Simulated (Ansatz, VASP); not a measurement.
# Ti in VASP and in Ansatz

```
CELL_PARAMETERS angstrom
0.00000 2.11120 2.03000
2.11120 0.00000 2.03000
2.11120 2.11120 0.00000
ATOMIC_POSITIONS crystal
Ti 0.00000 0.00000 0.00000
```

Change from the starting cell: strain_xy = 0.04.

Alike in both runs: task single point; functional PBEsol; k mesh 11 × 11 × 11; occupations fermi-dirac, width 0.05 eV; no spin polarisation.

```csv
,VASP,Ansatz
version,VASP 6.6.1,Ansatz 0.2.0
potentials or method,"VASP PAW PBE potentials, release 64 (Ti_sv), cutoff 500 eV","all-electron LAPW, scalar-relativistic"
```

|  | VASP | Ansatz | Ansatz less VASP |
| --- | --- | --- | --- |
| gap on the k mesh at the Fermi level (eV) | none | none | - |
| pressure (GPa) | -8.4 | -8.2 | +0.18 |
| traceless stress, the component that is largest in VASP (GPa) | 1.19 | 1.19 | -0.002 |

VASP's potentials were made for PBE, not for PBEsol. A gap of «none» marks a metal or a gap that the smearing closes. Ansatz ran all-electron here, and VASP with PAW potentials.
